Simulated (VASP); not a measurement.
Input of a VASP 6.6.1 run:

The input INCAR:

```
SYSTEM = Al
ALGO = Normal ; EDIFF = 1E-6
ENCUT = 520 ; GGA = PE
ISIF = 2 ; ISMEAR = 0
KPAR = 4 ; LASPH = .TRUE.
LCHARG = .FALSE. ; LREAL = Auto
LWAVE = .FALSE. ; NBANDS = 78
NELM = 100 ; PREC = Accurate
SIGMA = 0.1
```

File KPOINTS:

```
k-points
0
G
  12 4 2
  0 0 0
```

POSCAR

```
Al
1.0
    2.8577415360      0.0000000000      0.0000000000
    0.0000000000      8.5732246080      0.0000000000
    0.0000000000      0.0000000000     24.9346831318
Al
36
Direct
    1.0000000000      0.4488999956      0.0390304263
    1.0000000000      0.8929531060      0.1004190972
    0.0000000000      0.2243977013      0.2608121549
    0.0000000000      0.6657180899      0.3118446051
    0.5000000000      0.1621539811      0.0750298739
    0.5000000000      0.6079661817      0.1261513159
    0.5000000000      0.3880436081      0.3424310219
    0.5000000000      0.8292752516      0.3934539282
    0.5000000000      0.7352236547      0.0228089526
    0.5000000000      0.0565099188      0.1820250119
    0.5000000000      0.4978279038      0.2330582484
    0.5000000000      0.9439875446      0.2878673568
    0.5000000000      0.2733163082      0.4548478586
    0.0000000000      0.3341842527      0.1514395473
    0.0000000000      0.7782444226      0.2060011926
    0.0000000000      0.1142541370      0.3677237249
    0.0000000000      0.5600678365      0.4188519870
    1.0000000000     -0.0130238941      0.4710790588
    1.0000000000      0.9488999956      0.9548592807
    1.0000000000      0.3929531060      0.8934706099
    0.0000000000      0.7243977013      0.7330775521
    0.0000000000      0.1657180899      0.6820451020
    0.5000000000      0.6621539811      0.9188598332
    0.5000000000      0.1079661817      0.8677383911
    0.5000000000      0.8880436081      0.6514586852
    0.5000000000      0.3292752516      0.6004357788
    0.5000000000      0.2352236547      0.9710807544
    0.5000000000      0.5565099188      0.8118646952
    0.5000000000     -0.0021720962      0.7608314586
    0.5000000000      0.4439875446      0.7060223502
    0.5000000000      0.7733163082      0.5390418484
    0.0000000000      0.8341842527      0.8424501597
    0.0000000000      0.2782444226      0.7878885144
    0.0000000000      0.6142541370      0.6261659822
    0.0000000000      0.0600678365      0.5750377200
    1.0000000000      0.4869761059      0.5228106482
```

Potentials or basis: VASP PAW PBE potentials, release 64 (Al).

Launch:

```console
$ cat potpaw_PBE.64/Al/POTCAR > POTCAR
$ mpirun -np 4 vasp_std > vasp.out
```

**Question.** What does it give for the pressure?

**Answer.** 0.0 GPa.

**Question.** Predict the largest force.

**Answer.** 0.020 eV/Å.

**Question.** Predict the band gap on the k mesh.

**Answer.** Zero (bands 54 and 55 overlap by 2.59 eV).

Forces on the atoms (eV/Å):
```
Al   0.000  0.017 -0.011
Al   0.000 -0.001  0.003
Al   0.000 -0.003  0.006
Al   0.000  0.007 -0.006
Al   0.000 -0.020 -0.003
Al   0.000  0.018  0.002
Al   0.000 -0.002 -0.002
Al   0.000  0.003 -0.003
Al   0.000 -0.004  0.001
Al   0.000 -0.007  0.006
Al   0.000  0.004 -0.004
Al   0.000 -0.004 -0.002
Al   0.000 -0.016  0.010
Al   0.000  0.003  0.004
Al   0.000  0.001  0.004
Al   0.000 -0.020 -0.002
Al   0.000  0.017  0.002
Al   0.000  0.007  0.000
Al   0.000  0.017  0.011
Al   0.000 -0.001 -0.003
Al   0.000 -0.003 -0.006
Al   0.000  0.007  0.006
Al   0.000 -0.020  0.003
Al   0.000  0.018 -0.002
Al   0.000 -0.002  0.002
Al   0.000  0.003  0.003
Al   0.000 -0.004 -0.001
Al   0.000 -0.007 -0.006
Al   0.000  0.004  0.004
Al   0.000 -0.004  0.002
Al   0.000 -0.016 -0.010
Al   0.000  0.003 -0.004
Al   0.000  0.001 -0.004
Al   0.000 -0.020  0.002
Al   0.000  0.017 -0.002
Al   0.000  0.007  0.000
```
